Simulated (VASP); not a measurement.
Here is a VASP 6.6.1 calculation.

Contents of INCAR:

```
SYSTEM = Br
ALGO = Normal
EDIFF = 1E-7
ENCUT = 520
GGA = RP
ISIF = 2
ISMEAR = -1
IVDW = 12
LASPH = .True.
LCHARG = .True.
LELF = .True.
LREAL = .False.
LVHAR = .True.
LWAVE = .False.
NBANDS = 22
NELM = 80
PREC = Accurate
SIGMA = 0.05
```

The input KPOINTS:

```
k-points
0
Gamma
  7 7 3
  0 0 0
```

File POSCAR:

```
Br
1.0
    3.1242110096     -1.9142938145      0.0000000000
    3.1242110096      1.9142938145      0.0000000000
    0.0000000000      0.0000000000      8.3398832523
Br
4
Direct
    0.3284098408      0.6715901592      0.3783465906
    0.1715901592      0.8284098408      0.8783465906
    0.6715901592      0.3284098408      0.6216534094
    0.8284098408      0.1715901592      0.1216534094
```

Potentials or basis: VASP PAW PBE potentials, release 64 (Br).

Command:

```bash
$ cat potpaw_PBE.64/Br/POTCAR > POTCAR
$ mpirun -np 1 vasp_std > vasp.out
```

Task: What does it give for the dispersion energy per atom?

Result: -0.971 eV.

Task: Estimate the pressure.

Result: 0.0 GPa.

Task: Estimate the band gap on the k mesh.

Result: 1.08 eV, indirect (least direct gap 1.43 eV).

Forces in eV/Å, atoms in the order of the input:
```
Br   0.000 -0.002  0.001
Br   0.000  0.002  0.001
Br   0.000  0.002 -0.001
Br   0.000 -0.002 -0.001
```

Caveat: the PAW data sets were made with another functional, which shifts forces and pressure a little. A k mesh can miss the band edges.
